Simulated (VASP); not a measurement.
# Tl (P6_3/mmc) in VASP: notebook, part 2 of 3

VASP 6.6.1. The steps go on from the part before.

### Step 4. Single point, PBEsol, non-collinear spin, zero start, spin-orbit coupling

Input file INCAR:

```
SYSTEM = Tl
ALGO = Normal ; EDIFF = 1E-6
ENCUT = 520 ; GGA = PS
GGA_COMPAT = .False. ; ISIF = 2
ISMEAR = -1 ; LASPH = .True.
LCHARG = .False. ; LORBIT = 11
LORBMOM = .True. ; LREAL = .False.
LSORBIT = .True. ; LWAVE = .False.
MAGMOM = 0 0 0 0 0 0 ; NBANDS = 38
NELM = 150 ; PREC = Accurate
SIGMA = 0.05
```

Input file KPOINTS:

```
k-points
0
Gamma
  9 9 5
  0 0 0
```

Input file POSCAR:

```
Tl
1.0
    3.4560000000      0.0000000000      0.0000000000
   -1.7280000000      2.9929837955      0.0000000000
    0.0000000000      0.0000000000      5.5250000000
Tl
2
Direct
    0.6666666667      0.3333333333      0.7500000000
    0.3333333333      0.6666666667      0.2500000000
```

Potentials or basis: VASP PAW PBE potentials, release 64 (Tl_d).

The run is started by

```sh
$ cat potpaw_PBE.64/Tl_d/POTCAR > POTCAR
$ mpirun -np 1 vasp_ncl > vasp.out
```

OUTCAR:

```text
SYSTEM = Tl
   EDIFF = 1E-6
   ENCUT = 520
   GGA = PS
   ISIF = 2
   ISMEAR = -1
   LASPH = .True.
   LORBIT = 11
   LREAL = .False.
   LSORBIT = .True.
   NELM = 150
   PREC = Accurate

 ion  position               nearest neighbor table
   1  0.667  0.333  0.750-   2 3.41   2 3.41   2 3.41   2 3.41   2 3.41   2 3.41
   2  0.333  0.667  0.250-   1 3.41   1 3.41   1 3.41   1 3.41   1 3.41   1 3.41

  LATTYP: Found a hexagonal cell.
 ALAT       =     3.4560000000
 C/A-ratio  =     1.5986689815

  Lattice vectors:

 A1 = (   3.4560000000,   0.0000000000,   0.0000000000)
 A2 = (  -1.7280000000,   2.9929837955,   0.0000000000)
 A3 = (   0.0000000000,   0.0000000000,   5.5250000000)

Analysis of symmetry for initial positions (statically):
=====================================================================
 Subroutine PRICEL returns:
 Original cell was already a primitive cell.

 Routine SETGRP: Setting up the symmetry group for a
 hexagonal supercell.

 Subroutine GETGRP returns: Found 24 space group operations
 (whereof 12 operations were pure point group operations)
 out of a pool of 24 trial point group operations.
[... 1251 lines left out ...]
     0.0000000     0.0000000     0.0000000     0.0000000     0.0000000     0.0000000     0.0000000
     0.0000000     0.0000000     0.0000000     0.0000000     0.0000000     0.0000000     0.0000000
     0.0000000     0.0000000     0.0000000     0.0000000     0.0000000     0.0000000     0.0000000
     0.0000000     0.0000000     0.0000000     0.0000000     0.0000000     0.0000000     0.0000000
     0.0000000     0.0000000     0.0000000     0.0000000     0.0000000     0.0000000     0.0000000

 Ion:    2  E_soc:     -0.6221956
 l=   1
     0.0000000    -0.0552350    -0.0528710
    -0.0552350     0.0000000    -0.0552350
    -0.0528710    -0.0552350     0.0000000
 l=   2
     0.0000000    -0.0098510     0.0000000    -0.0098510    -0.0395203
    -0.0098510     0.0000000    -0.0294492    -0.0099341    -0.0098510
     0.0000000    -0.0294492     0.0000000    -0.0294492     0.0000000
    -0.0098510    -0.0099341    -0.0294492     0.0000000    -0.0098510
    -0.0395203    -0.0098510     0.0000000    -0.0098510     0.0000000
 l=   3
     0.0000000     0.0000000     0.0000000     0.0000000     0.0000000     0.0000000     0.0000000
     0.0000000     0.0000000     0.0000000     0.0000000     0.0000000     0.0000000     0.0000000
     0.0000000     0.0000000     0.0000000     0.0000000     0.0000000     0.0000000     0.0000000
     0.0000000     0.0000000     0.0000000     0.0000000     0.0000000     0.0000000     0.0000000
     0.0000000     0.0000000     0.0000000     0.0000000     0.0000000     0.0000000     0.0000000
     0.0000000     0.0000000     0.0000000     0.0000000     0.0000000     0.0000000     0.0000000
     0.0000000     0.0000000     0.0000000     0.0000000     0.0000000     0.0000000     0.0000000

 total charge

# of ion       s       p       d       tot
------------------------------------------
    1        1.173   0.400   9.636  11.209
    2        1.173   0.400   9.636  11.209
--------------------------------------------------
tot          2.346   0.800  19.272  22.419

 magnetization (x)

# of ion       s       p       d       tot
------------------------------------------
    1        0.000   0.000   0.000   0.000
    2       -0.000   0.000   0.000  -0.000
--------------------------------------------------
tot         -0.000   0.000   0.000  -0.000

 magnetization (y)

# of ion       s       p       d       tot
------------------------------------------
    1        0.000  -0.000  -0.000  -0.000
    2       -0.000  -0.000  -0.000  -0.000
--------------------------------------------------
tot          0.000  -0.000  -0.000  -0.000

 magnetization (z)

# of ion       s       p       d       tot
------------------------------------------
    1        0.000   0.000   0.000   0.000
    2        0.000   0.000   0.000   0.000
--------------------------------------------------
tot          0.000   0.000   0.000   0.000
```

OSZICAR:

```text
N       E                     dE             d eps       ncg     rms          rms(c)
DAV:   1     0.150870588140E+03    0.15087E+03   -0.13824E+04  2736   0.130E+03
DAV:   2    -0.164302927595E+01   -0.15251E+03   -0.14847E+03  2986   0.313E+02
DAV:   3    -0.588021251512E+01   -0.42372E+01   -0.42013E+01  3132   0.454E+01
DAV:   4    -0.591047047370E+01   -0.30258E-01   -0.30248E-01  2938   0.394E+00
DAV:   5    -0.591092922087E+01   -0.45875E-03   -0.45873E-03  3052   0.489E-01    0.386E+00
DAV:   6    -0.584880485206E+01    0.62124E-01   -0.10818E-01  2936   0.270E+00    0.262E+00
DAV:   7    -0.583781779759E+01    0.10987E-01   -0.40177E-02  2960   0.162E+00    0.111E+00
DAV:   8    -0.583728470152E+01    0.53310E-03   -0.82528E-04  2940   0.199E-01    0.397E-01
DAV:   9    -0.583693036762E+01    0.35433E-03   -0.13062E-03  2910   0.299E-01    0.213E-02
DAV:  10    -0.583693330265E+01   -0.29350E-05   -0.20654E-05  3002   0.386E-02    0.147E-02
DAV:  11    -0.583693386233E+01   -0.55968E-06   -0.65143E-07  2124   0.707E-03
   1 F= -.58369339E+01 E0= -.58282636E+01  d E =-.173405E-01  mag=    -0.0000     0.0000    -0.0000
```

stdout:

```text
POSCAR found type information on POSCAR Tl
 POSCAR found :  1 types and       2 ions
 scaLAPACK will be used
 -----------------------------------------------------------------------------
|                                                                             |
|                                                                             |
|     You enforced a specific xc type in the INCAR file but a different       |
|     I HOPE YOU KNOW WHAT YOU ARE DOING!                                     |
|                                                                             |
 -----------------------------------------------------------------------------

 LDA part: xc-table for (Slater+PW92), standard interpolation
 POSCAR, INCAR and KPOINTS ok, starting setup
 FFT: planning ... GRIDC
 FFT: planning ... GRID_SOFT
 FFT: planning ... GRID
 WAVECAR not read
 entering main loop
```

Wall time 71 s (1 thread of Intel Xeon 6975P-C (Granite Rapids), shared host); peak memory 0.36 GiB.

What came out:

```yaml
Free_energy: -5.8369 eV
Pressure: -0.3 GPa
Net_moment: 0.00 μB per cell
Valence_electrons_inside_the_program's_atomic_spheres: Tl 11.21
```

Moments on the atoms (μB; x, y, z):
```
Tl  0.00 0.00 0.00
Tl  0.00 0.00 0.00
```

Caveat: the PAW data sets were made with another functional, which shifts forces and pressure a little.

[end of part 2 of 3]
